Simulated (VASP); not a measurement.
Set up this calculation in VASP 6.6.1, as the native input.

```
Task                   : single point
Functional             : PBE
Potentials or basis    : VASP PAW PBE potentials, release 64 (Fe)
Cutoff                 : 600 eV
k mesh                 : 4 × 4 × 4
Occupations            : fermi-dirac, width 0.1 eV
Spin                   : collinear spin, ferromagnetic start
Starting moments       : [2.5] μB
Dipole correction      : no
Further INCAR settings : ALGO = Normal; EDIFF = 1e-06; NBANDS = 14
```

The structure of Fe lies in POSCAR:

```
Fe
1.0
   -1.4523640054      1.4523640054      1.4523640054
    1.4523640054     -1.4523640054      1.4523640054
    1.4523640054      1.4523640054     -1.4523640054
Fe
1
Direct
    0.0000000000      0.0000000000      0.0000000000
```

One way to write it, as run:

INCAR

```
PREC = Accurate
ENCUT = 600
EDIFF = 1E-6
ISMEAR = -1
SIGMA = 0.1
LREAL = F
LASPH = T
NELM = 200
ALGO = Normal
ISIF = 2
LWAVE = F
LCHARG = F
ISPIN = 2
MAGMOM = 2.5
LORBIT = 11
LMAXMIX = 4
GGA = PE
NBANDS = 14
GGA_COMPAT = F
```

KPOINTS

```
regular mesh
0
Gamma
  4 4 4
```

Potentials or basis: VASP PAW PBE potentials, release 64 (Fe).

The run is started by

```bash
$ cat potpaw_PBE.64/Fe/POTCAR > POTCAR
$ mpirun -np 1 vasp_std > vasp.out
```

It gave:

```yaml
Pressure: -15.4 GPa
Net_moment: 2.08 μB per cell
Site_moments: Fe +2.08 μB
Valence_electrons_inside_the_program's_atomic_spheres: Fe 7.14
```

Caveat: the k points lie up to 0.76 Å⁻¹ apart.

It took 10 s on 1 thread of Intel Xeon 8259CL (shared host), peak memory 0.13 GiB.
